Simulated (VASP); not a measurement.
Set up this calculation in VASP 6.6.1, as the native input.

```
Task                   : single point
Functional             : PBE
Potentials or basis    : VASP PAW PBE potentials, release 64 (Li_sv, Ga_d)
Cutoff                 : 520 eV
k mesh                 : 18 × 18 × 18
Occupations            : gaussian, width 0.1 eV
Spin                   : no spin polarisation
Dipole correction      : no
Further INCAR settings : ALGO = Fast; EDIFF = 1e-06; NBANDS = 22
```

The structure of LiGa2 lies in POSCAR:

```
LiGa2
1.0
   -1.7917685777      1.7917685777      3.9620093543
    1.7917685777     -1.7917685777      3.9620093543
    1.7917685777      1.7917685777     -3.9620093543
Li Ga
1 2
Direct
    0.0000000000      0.0000000000      0.0000000000
    0.6714850512      0.6714850512      0.0000000000
    0.3285149488      0.3285149488      0.0000000000
```

The input as run:

INCAR

```
  PREC = Accurate
  ENCUT = 520
  EDIFF = 1E-6
  ISMEAR = 0
  SIGMA = 0.1
  LREAL = False
  LASPH = True
  NELM = 60
  ALGO = Fast
  ISIF = 2
  LWAVE = False
  LCHARG = False
  GGA = PE
  NBANDS = 22
```

KPOINTS

```
Automatic mesh
0
Gamma
  18 18 18
```

Potentials or basis: VASP PAW PBE potentials, release 64 (Li_sv, Ga_d).

Run with:

```sh
$ cat potpaw_PBE.64/Li_sv/POTCAR potpaw_PBE.64/Ga_d/POTCAR > POTCAR
$ mpirun -np 1 vasp_std > vasp.out
```

Results of the run:

The band gap on the k mesh is zero (an odd number of electrons rules out a gap without spin polarisation).

It took 7.6 min on 1 thread of AMD EPYC 9R45 96-Core Processor (Zen 5), on a shared host, peak memory 0.53 GiB.
